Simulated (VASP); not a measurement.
# CuSi16 (a cell with a defect) in VASP: a series of runs

The runs below take CuSi16 (a cell with a defect) through single point, with PBE.

Everything below comes from runs of VASP 6.6.1. Logs are shortened: lines on timing, memory, paths and dates and some standing lists are left out, and cuts for length are marked.

## 1. The cell of the first run

The cell holds a defect, 17 atoms: a = 7.679 Å, b = 7.679 Å, c = 7.679 Å, α = 60.00°, β = 60.00°, γ = 60.00°.

## 2. Single point, PBE

INCAR

```
SYSTEM = CuSi16
PREC = Accurate ; ENCUT = 520
EDIFF = 1E-7 ; ISMEAR = -1
SIGMA = 0.02 ; LREAL = Auto
LASPH = .TRUE. ; NELM = 80
ALGO = Normal ; ISIF = 2
LWAVE = .FALSE. ; LCHARG = .TRUE.
GGA = PE ; LELF = .TRUE.
LVHAR = .TRUE. ; NBANDS = 52
NELECT = 74.0
```

KPOINTS

```
Automatic mesh
0
G
  2 2 2
  0 0 0
```

POSCAR

```
CuSi16
1.0
    0.0000000000      5.4300000000      5.4300000000
    5.4300000000      0.0000000000      5.4300000000
    5.4300000000      5.4300000000      0.0000000000
Si Cu
16 1
Direct
    0.0677624309     -0.0304696133      0.0267127072
    0.1606906077      0.1603038674      0.1010957643
   -0.0033977901      0.0112615101      0.4621639042
    0.1427255985      0.0793554328      0.6326335175
   -0.0597790055      0.5344567219      0.0440515654
    0.1652394107      0.5938950276      0.0962707182
    0.0789686924      0.4299815838      0.4566666667
    0.1240976059      0.5950184162      0.6189042357
    0.5563443831      0.0647237569      0.0091068140
    0.7092541436      0.0866758748      0.1760681400
    0.5050920810     -0.0005801105      0.5882596685
    0.5915101289      0.2069797422      0.6518600368
    0.5302854512      0.4695488029      0.0102117864
    0.5930662983      0.7038766114      0.0777071823
    0.4466666667      0.5856169429      0.5036095764
    0.6865561694      0.6627071823      0.5746408840
    0.7241896869      0.3056813996      0.2780018416
```

Potentials or basis: VASP PAW PBE potentials, release 64 (Si, Cu).

Launch:

```
$ cat potpaw_PBE.64/Si/POTCAR potpaw_PBE.64/Cu/POTCAR > POTCAR
$ mpirun -np 1 vasp_std > vasp.out
```

OUTCAR:

```text
SYSTEM = CuSi16
   PREC = Accurate
   ENCUT = 520
   EDIFF = 1E-7
   ISMEAR = -1
   LREAL = Auto
   LASPH = .TRUE.
   NELM = 80
   ISIF = 2
   GGA = PE
   NELECT = 74.0

 ion  position               nearest neighbor table
   1  0.068  0.970  0.027-  10 2.26   2 2.30   6 2.42   4 2.53
   2  0.161  0.160  0.101-   1 2.30   3 2.32   5 2.44   9 2.53  17 2.75
   3  0.997  0.011  0.462-   2 2.32   4 2.45  17 2.55   8 2.61  12 2.65
   4  0.143  0.079  0.633-   7 2.24  11 2.41   3 2.45   1 2.53
   5  0.940  0.534  0.044-   6 2.24  14 2.25  17 2.42   2 2.44   8 2.72
   6  0.165  0.594  0.096-   5 2.24   7 2.28  13 2.30   1 2.42
   7  0.079  0.430  0.457-   4 2.24   6 2.28   8 2.39  16 2.57
   8  0.124  0.595  0.619-  15 2.15   7 2.39   3 2.61   5 2.72
   9  0.556  0.065  0.009-  10 2.23  12 2.31  14 2.44   2 2.53  13 3.02
  10  0.709  0.087  0.176-   9 2.23  17 2.25   1 2.26  13 2.47  11 2.63
  11  0.505  0.999  0.588-  16 2.27  12 2.32   4 2.41  10 2.63  17 2.90
  12  0.592  0.207  0.652-   9 2.31  11 2.32  17 2.35  15 2.39   3 2.65
  13  0.530  0.470  0.010-   6 2.30  14 2.41  10 2.47  17 2.57  16 2.76   9 3.02
  14  0.593  0.704  0.078-   5 2.25  13 2.41   9 2.44  17 2.55  15 2.68
  15  0.447  0.586  0.504-   8 2.15  12 2.39  16 2.54  14 2.68  17 2.76
  16  0.687  0.663  0.575-  11 2.27  15 2.54   7 2.57  13 2.76
  17  0.724  0.306  0.278-  10 2.25  12 2.35   5 2.42  14 2.55   3 2.55  13 2.57   2 2.75  15 2.76
                            11 2.90

  LATTYP: Found a face centered cubic cell.
 ALAT       =    10.8600000000

  Lattice vectors:

 A1 = (   0.0000000000,   5.4300000000,   5.4300000000)
 A2 = (   5.4300000000,   0.0000000000,   5.4300000000)
 A3 = (   5.4300000000,   5.4300000000,   0.0000000000)

Analysis of symmetry for initial positions (statically):
=====================================================================
 Subroutine PRICEL returns:
 Original cell was already a primitive cell.

 Routine SETGRP: Setting up the symmetry group for a
 face centered cubic supercell.

 Subroutine GETGRP returns: Found  1 space group operations
 (whereof  1 operations were pure point group operations)
 out of a pool of 48 trial point group operations.

The static configuration has the point symmetry C_1 .

Analysis of symmetry for dynamics (positions and initial velocities):
=====================================================================
 Subroutine PRICEL returns:
 Original cell was already a primitive cell.

 Routine SETGRP: Setting up the symmetry group for a
 face centered cubic supercell.

 Subroutine GETGRP returns: Found  1 space group operations
 (whereof  1 operations were pure point group operations)
 out of a pool of 48 trial point group operations.

The dynamic configuration has the point symmetry C_1 .

 Subroutine INISYM returns: Found  1 space group operations
 (whereof  1 operations are pure point group operations),
 and found     1 'primitive' translations

----------------------------------------------------------------------------------------

                                     Primitive cell

  volume of cell :     320.2060

  direct lattice vectors                    reciprocal lattice vectors
     0.000000000  5.430000000  5.430000000    -0.092081031  0.092081031  0.092081031
     5.430000000  0.000000000  5.430000000     0.092081031 -0.092081031  0.092081031
     5.430000000  5.430000000  0.000000000     0.092081031  0.092081031 -0.092081031

  length of vectors
     7.679179644  7.679179644  7.679179644     0.159489025  0.159489025  0.159489025

  position of ions in fractional coordinates (direct lattice)
     0.067762431  0.969530387  0.026712707
     0.160690608  0.160303867  0.101095764
     0.996602210  0.011261510  0.462163904
     0.142725599  0.079355433  0.632633517
     0.940220995  0.534456722  0.044051565
     0.165239411  0.593895028  0.096270718
[... 9 lines left out ...]
     0.686556169  0.662707182  0.574640884
     0.724189687  0.305681400  0.278001842

  ion indices of the primitive-cell ions
   primitive index   ion index
                 1           1
                 2           2
                 3           3
                 4           4
                 5           5
                 6           6
[... 9 lines left out ...]
                16          16
                17          17

----------------------------------------------------------------------------------------

 KPOINTS: Automatic mesh

Automatic generation of k-mesh.
 Grid dimensions read from file:
 generate k-points for:    2    2    2

 Generating k-lattice:

  Cartesian coordinates                     Fractional coordinates (reciprocal lattice)
    -0.046040516  0.046040516  0.046040516     0.500000000  0.000000000  0.000000000
     0.046040516 -0.046040516  0.046040516     0.000000000  0.500000000  0.000000000
     0.046040516  0.046040516 -0.046040516     0.000000000  0.000000000  0.500000000

  Length of vectors
     0.079744512  0.079744512  0.079744512

  Shift w.r.t. Gamma in fractional coordinates (k-lattice)
     0.000000000  0.000000000  0.000000000

 Subroutine IBZKPT returns following result:
 ===========================================

 Found      8 irreducible k-points:

 Following reciprocal coordinates:
            Coordinates               Weight
  0.000000  0.000000  0.000000      1.000000
  0.500000  0.000000  0.000000      1.000000
  0.000000  0.500000  0.000000      1.000000
  0.000000  0.000000  0.500000      1.000000
  0.500000  0.500000  0.500000      1.000000
  0.500000  0.500000  0.000000      1.000000
  0.000000  0.500000  0.500000      1.000000
  0.500000  0.000000  0.500000      1.000000
   k-points           NKPTS =      8   k-points in BZ     NKDIM =      8   number of bands    NBANDS=     52
   number of dos      NEDOS =    301   number of ions     NIONS =     17
   total plane-waves  NPLWV = 216000
   dimension x,y,z NGX =    60 NGY =   60 NGZ =   60
   dimension x,y,z NGXF=   120 NGYF=  120 NGZF=  120
   ions per type =              16   1
   NGX,Y,Z   is equivalent  to a cutoff of  12.99, 12.99, 12.99 a.u.
   NGXF,Y,Z  is equivalent  to a cutoff of  25.98, 25.98, 25.98 a.u.
 SYSTEM =  CuSi16
   PREC   = accura    normal or accurate (medium, high low for compatibility)
   ISTART =      0    job   : 0-new  1-cont  2-samecut
   ICHARG =      2    charge: 1-file 2-atom 10-const
   ISPIN  =      1    spin polarized calculation?
   LNONCOLLINEAR =      F non collinear calculations
   LSORBIT =      F    spin-orbit coupling
   LASPH  =      T    aspherical Exc in radial PAW
   ENCUT  =  520.0 eV  38.22 Ry    6.18 a.u.  14.28 14.28 14.28*2*pi/ulx,y,z
   NELM   =     80;   NELMIN=  2; NELMDL= -5     # of ELM steps
   EDIFF  = 0.1E-06   stopping-criterion for ELM
   LREAL  =      T    real-space projection
   EDIFFG = 0.1E-05   stopping-criterion for IOM
   NSW    =      0    number of steps for IOM
   IBRION =     -1    ionic relax: 0-MD 1-quasi-New 2-CG
   NFREE  =      0    steps in history (QN), initial steepest desc. (CG)
   ISIF   =      2    stress and relaxation
   ISYM   =      2    0-nonsym 1-usesym 2-fastsym
   POTIM  = 0.5000    time-step for ionic-motion
   TEBEG  =    0.0;   TEEND  =   0.0 temperature during run
   PSTRESS=    0.0 pullay stress
   NELECT =      74.0000    total number of electrons
   NUPDOWN=      -1.0000    fix difference up-down
   EMIN   =  10.00;   EMAX   =-10.00  energy-range for DOS
   EFERMI =   0.00;   METHOD = LEGACY
   ISMEAR =    -1;   SIGMA  =   0.02  broadening in eV -4-tet -1-fermi 0-gaus
   EFERMI_NEDOS =   21; number of points for ismear=-14 and -15
   IALGO  =     38    algorithm
   IMIX   =      4    mixing-type and parameters
     AMIX     =   0.40;   BMIX     =  1.00
     AMIX_MAG =   1.60;   BMIX_MAG =  1.00
  volume/ion in A,a.u.               =      18.84       127.11
  Fermi-wavevector in a.u.,A,eV,Ry     =   1.004636  1.898488 13.732283  1.009294
  Thomas-Fermi vector in A             =   2.137265
   LORBIT       =      0    0 simple, 1 ext, 2 COOP (PROOUT), +10 PAW based schemes
   GGA     = PE    functional components
   LHFCALC =     F    Hartree Fock is set to
   AEXX    =    0.0000 exact exchange contribution
   IVDW    =     0    specifies the selected vdW correction
   LEPSILON=     F    determine dielectric tensor
   LRPA    =     F    only Hartree local field effects (RPA)
 non-spin polarized calculation
  energy-cutoff  :      520.00
  volume of cell :      320.21
 maximum number of plane-waves:      8646
 NGX is ok and might be reduce to    60
   NGX = 29   NGY = 29   NGZ = 29

 number of electron      74.0000001 magnetization

 Free energy of the ion-electron system (eV)
  ---------------------------------------------------
  ext. energy  EPLUGINS =         0.00000000
  ---------------------------------------------------
  free energy    TOTEN  =       -89.38429919 eV

  energy without entropy =      -89.37432526  energy(sigma->0) =      -89.37931222

 E-fermi :   6.4778     XC(G=0):  -9.7279

 val. band max:        6.4681929734   @ k =   0.5000   0.5000   0.5000
 cond. band min:       6.4934697066   @ k =   0.0000   0.0000   0.0000
 fundamental gap:      0.0252767333
 Fermi energy:         6.4777920503

 k-point     1 :       0.0000    0.0000    0.0000
  band No.  band energies     occupation
      1      -5.9284      2.00000
      2      -3.6836      2.00000
      3      -3.5883      2.00000
      4      -3.4304      2.00000
      5      -3.2245      2.00000
      6      -2.2590      2.00000
[... 41 lines left out ...]
     48       8.3759      0.00000
     49       8.5326      0.00000

 k-point     2 :       0.5000    0.0000    0.0000
  band No.  band energies     occupation
      1      -5.2063      2.00000
      2      -5.0523      2.00000
      3      -3.4767      2.00000
      4      -3.3183      2.00000
      5      -3.2444      2.00000
      6      -3.0149      2.00000
[... 304 lines left out ...]
 k-point     8 :       0.5000    0.0000    0.5000
  band No.  band energies     occupation
      1      -5.0422      2.00000
      2      -4.6977      2.00000
      3      -4.1436      2.00000
      4      -3.8766      2.00000
      5      -3.6174      2.00000
      6      -3.3373      2.00000
[... 41 lines left out ...]
     48       9.8676      0.00000
     49      10.0341      0.00000
 [bands above 49 left out]

------------------------ aborting loop because EDIFF is reached ----------------------------------------

  FORCE on cell =-STRESS in cart. coord.  units (eV):
  Direction    XX          YY          ZZ          XY          YZ          ZX
  --------------------------------------------------------------------------------------
  -------------------------------------------------------------------------------------
  Total       -6.9810008     -8.8640492     -4.1903101     -2.4963209      3.1550669      0.4727287
  in kB      -34.9300163    -44.3520049    -20.9665640    -12.4905485     15.7866388      2.3653374
  external PRESSURE =     -33.4161951 kB  Pullay stress =       0.0000000 kB

 VOLUME and BASIS-vectors are now :
 -----------------------------------------------------------------------------
  energy-cutoff  :      520.00
  volume of cell :      320.21
      direct lattice vectors                 reciprocal lattice vectors
     0.000000000  5.430000000  5.430000000    -0.092081031  0.092081031  0.092081031
     5.430000000  0.000000000  5.430000000     0.092081031 -0.092081031  0.092081031
     5.430000000  5.430000000  0.000000000     0.092081031  0.092081031 -0.092081031

 POSITION                                       TOTAL-FORCE (eV/Angst)
 -----------------------------------------------------------------------------------
      5.40960      0.51300      5.63250        -2.051357     -0.704001      0.218655
      1.41940      1.42150      1.74300         0.190001      0.781721      0.664645
      2.57070      7.92110      5.47270         0.374256      1.266196     -0.915863
      3.86610      4.21020      1.20590         0.002060      0.935976     -0.763379
      3.14130      5.34460      8.00750        -2.735685     -0.514330      1.079085
      3.74760      1.42000      4.12210         0.976433      0.351465      1.082962
[... 9 lines left out ...]
      6.71880      6.84830      7.32650        -0.759292      1.049260     -1.946275
      3.16940      5.44190      5.59220         0.888336      0.099698      0.312144
 -----------------------------------------------------------------------------------
    total drift:                               -0.002672     -0.000427      0.002880

  FREE ENERGIE OF THE ION-ELECTRON SYSTEM (eV)
  ---------------------------------------------------
  free  energy   TOTEN  =       -89.3842991863 eV

  energy  without entropy=      -89.3743252570  energy(sigma->0) =      -89.37931222
```

Wall time 8.9 min (1 thread of Intel Xeon 8259CL, shared host); peak memory 0.5 GiB.

What came out:

```
Free energy   : -89.3843 eV
Largest force : 3.734 eV/Å
```

Forces in eV/Å, atoms in the order of the input:
```
Si  -2.051 -0.704  0.219
Si   0.190  0.782  0.665
Si   0.374  1.266 -0.916
Si   0.002  0.936 -0.763
Si  -2.736 -0.514  1.079
Si   0.976  0.351  1.083
Si   2.498 -0.458  0.135
Si   2.174 -1.661 -1.581
Si  -0.370 -1.620 -1.648
Si   0.921  0.195 -0.914
Si  -0.450 -1.028  0.019
Si  -0.387  0.691  0.452
Si  -1.075 -0.665  1.793
Si   1.352 -0.143 -1.074
Si  -1.548  1.422  3.086
Si  -0.759  1.049 -1.946
Cu   0.888  0.100  0.312
```

Caveat: the k points lie up to 0.50 Å⁻¹ apart; the cell carries a net charge on a neutralising background, which shifts energy and pressure; the cell is charged against a uniform background, so pressure and absolute levels hang on convention; the atoms stand as in a frame of molecular dynamics.

## 3. Single point, PBE

INCAR

```
PREC = Accurate
ENCUT = 520
EDIFF = 1E-7
ISMEAR = -1
SIGMA = 0.02
LREAL = Auto
LASPH = True
NELM = 80
ALGO = Normal
ISIF = 2
LWAVE = False
LCHARG = False
GGA = PE
NELECT = 74.0
NBANDS = 52
```

KPOINTS

```
regular mesh
0
Gamma
  2 2 2
```

POSCAR

```
CuSi16
1.0
    0.0000000000      5.4300000000      5.4300000000
    5.4300000000      0.0000000000      5.4300000000
    5.4300000000      5.4300000000      0.0000000000
Si Cu
16 1
Direct
    0.0825966851      0.0046040516     -0.1097421731
    0.0316022099      0.2413812155      0.0305709024
   -0.0901197053      0.1183333333      0.4749263352
    0.0781031308      0.2053222836      0.5627440147
   -0.0658287293      0.6437845304     -0.1034714549
    0.0686372007      0.6648987109      0.0772191529
   -0.0424769797      0.5971362799      0.4322007366
    0.1268784530      0.7158287293      0.5344106814
    0.3780847145      0.1293922652      0.0101289134
    0.6411878453      0.1354972376      0.0958655617
    0.4551933702      0.0523756906      0.4898710866
    0.5749355433      0.1336464088      0.6713259669
    0.4707366483      0.5346224678     -0.0005524862
    0.5617495396      0.7574585635      0.1023941068
    0.4583793738      0.5624861878      0.4904788214
    0.5707366483      0.7062062615      0.6518968692
    0.6743186004      0.3461049724      0.2910957643
```

Potentials or basis: VASP PAW PBE potentials, release 64 (Si, Cu).

Launch:

```
$ cat potpaw_PBE.64/Si/POTCAR potpaw_PBE.64/Cu/POTCAR > POTCAR
$ mpirun -np 1 vasp_std > vasp.out
```

OUTCAR:

```text
PREC = Accurate
   ENCUT = 520
   EDIFF = 1E-7
   ISMEAR = -1
   LREAL = Auto
   LASPH = True
   NELM = 80
   ISIF = 2
   GGA = PE
   NELECT = 74.0

 ion  position               nearest neighbor table
   1  0.083  0.005  0.890-   4 2.20   6 2.29   2 2.33  10 2.80  11 2.98
   2  0.032  0.241  0.031-   9 2.30   1 2.33  17 2.47   5 2.54   3 2.81
   3  0.910  0.118  0.475-   4 2.18  12 2.21  17 2.29   8 2.60   2 2.81
   4  0.078  0.205  0.563-   3 2.18   1 2.20  11 2.39   7 2.46
   5  0.934  0.644  0.897-   6 2.20   8 2.32  14 2.41   2 2.54
   6  0.069  0.665  0.077-   5 2.20   7 2.26   1 2.29  13 2.56
   7  0.958  0.597  0.432-   6 2.26   4 2.46   8 2.46  16 2.51
   8  0.127  0.716  0.534-  15 2.13   5 2.32   7 2.46   3 2.60
   9  0.378  0.129  0.010-  12 2.26   2 2.30  14 2.37  10 2.44
  10  0.641  0.135  0.096-   9 2.44  11 2.50  13 2.52   1 2.80  17 2.85
  11  0.455  0.052  0.490-  16 2.20   4 2.39  12 2.43  10 2.50  17 2.83   1 2.98
  12  0.575  0.134  0.671-   3 2.21   9 2.26  11 2.43  17 2.45  15 2.70  14 3.12
  13  0.471  0.535  0.999-  16 2.21  10 2.52   6 2.56  14 2.67  17 2.75
[... 207 lines left out ...]

 k-point     1 :       0.0000    0.0000    0.0000
  band No.  band energies     occupation
      1      -5.9258      2.00000
      2      -3.7635      2.00000
      3      -3.6472      2.00000
      4      -3.3512      2.00000
      5      -3.3022      2.00000
      6      -2.2699      2.00000
[... 405 lines left out ...]
     48       9.9801      0.00000
     49      10.1374      0.00000
 [bands above 49 left out]

------------------------ aborting loop because EDIFF is reached ----------------------------------------

  FORCE on cell =-STRESS in cart. coord.  units (eV):
  Direction    XX          YY          ZZ          XY          YZ          ZX
  --------------------------------------------------------------------------------------
  -------------------------------------------------------------------------------------
  Total       -7.2337341     -1.7906836     -2.9243610      2.7690134     -1.1423352     -3.4694404
  in kB      -36.1945881     -8.9598340    -14.6322827     13.8549882     -5.7157691    -17.3596326
  external PRESSURE =     -19.9289016 kB  Pullay stress =       0.0000000 kB

 VOLUME and BASIS-vectors are now :
 -----------------------------------------------------------------------------
  energy-cutoff  :      520.00
  volume of cell :      320.21
      direct lattice vectors                 reciprocal lattice vectors
     0.000000000  5.430000000  5.430000000    -0.092081031  0.092081031  0.092081031
     5.430000000  0.000000000  5.430000000     0.092081031 -0.092081031  0.092081031
     5.430000000  5.430000000  0.000000000     0.092081031  0.092081031 -0.092081031

 POSITION                                       TOTAL-FORCE (eV/Angst)
 -----------------------------------------------------------------------------------
      4.85910      5.28260      0.47350         1.859985      0.095341     -0.884284
      1.47670      0.33760      1.48230         1.237694     -0.133501     -0.064319
      3.22140      7.51950      5.58320        -3.327861      0.631972     -0.237167
      4.17060      3.47980      1.53900         0.671639     -0.195935      2.539949
      8.36390      9.94070      8.56830        -1.003343     -0.501293     -1.715598
      4.02970      0.79200      3.98310        -0.183614      1.921099      1.538657
[... 9 lines left out ...]
      7.37450      6.63890      6.93380        -3.098117     -0.166524     -0.175219
      3.46000      5.24220      5.54090        -1.101654     -0.959974      0.029263
 -----------------------------------------------------------------------------------
    total drift:                                0.003237     -0.000800      0.005408

  FREE ENERGIE OF THE ION-ELECTRON SYSTEM (eV)
  ---------------------------------------------------
  free  energy   TOTEN  =       -89.3557192280 eV

  energy  without entropy=      -89.3476394225  energy(sigma->0) =      -89.35167933
```

Run time: 8.8 min. Hardware: 1 thread of Intel Xeon 8259CL, shared host; peak memory 0.5 GiB.

Results:

* Free energy: -89.3557 eV
* Largest force: 4.217 eV/Å

Forces on the atoms (eV/Å):
```
Si   1.860  0.095 -0.884
Si   1.238 -0.134 -0.064
Si  -3.328  0.632 -0.237
Si   0.672 -0.196  2.540
Si  -1.003 -0.501 -1.716
Si  -0.184  1.921  1.539
Si   1.287  1.231 -0.956
Si   1.768 -3.563 -1.402
Si   0.297  1.077 -0.103
Si   0.698  0.205  0.406
Si   0.383 -1.198  1.220
Si   0.279 -1.851 -0.278
Si   1.131  0.858 -1.012
Si  -0.942 -0.016 -1.033
Si   0.044  2.567  2.125
Si  -3.098 -0.167 -0.175
Cu  -1.102 -0.960  0.029
```

Caveat: the k points lie up to 0.50 Å⁻¹ apart; the cell carries a net charge on a neutralising background, which shifts energy and pressure; the cell is charged against a uniform background, so pressure and absolute levels hang on convention; the atoms stand as in a frame of molecular dynamics.

(Continued in part 2 of 2.)
